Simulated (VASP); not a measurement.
Input of a VASP 6.6.1 run:

File INCAR:

```
PREC = Accurate
ENCUT = 520
EDIFF = 1E-6
ISMEAR = -1
SIGMA = 0.05
LREAL = False
LASPH = True
NELM = 150
ALGO = Normal
ISIF = 2
LWAVE = False
LCHARG = True
ISPIN = 2
MAGMOM = -0.109 0.32 0.32 0.319
LORBIT = 11
NUPDOWN = 0.85
LMAXMIX = 4
GGA = PS
LELF = True
LVHAR = True
NBANDS = 32
```

Contents of KPOINTS:

```
regular mesh
0
Gamma
  10 10 10
```

The input POSCAR:

```
TiCo3
1.0
    3.5710000000      0.0000000000      0.0000000000
    0.0000000000      3.5710000000      0.0000000000
    0.0000000000      0.0000000000      3.5710000000
Ti Co
1 3
Direct
    0.0000000000      0.0000000000      0.0000000000
    0.0000000000      0.5000000000      0.5000000000
    0.5000000000      0.0000000000      0.5000000000
    0.5000000000      0.5000000000      0.0000000000
```

Potentials or basis: VASP PAW PBE potentials, release 64 (Ti_sv, Co).

The run is started by

```console
$ cat potpaw_PBE.64/Ti_sv/POTCAR potpaw_PBE.64/Co/POTCAR > POTCAR
$ mpirun -np 1 vasp_std > vasp.out
```

Task: Predict the pressure.

Result: -8.6 GPa.

Caveat: the cell stands under tension; the PAW data sets were made with another functional, which shifts forces and pressure a little; the total moment is fixed, so each spin has its own Fermi level and the state may be an excited one.
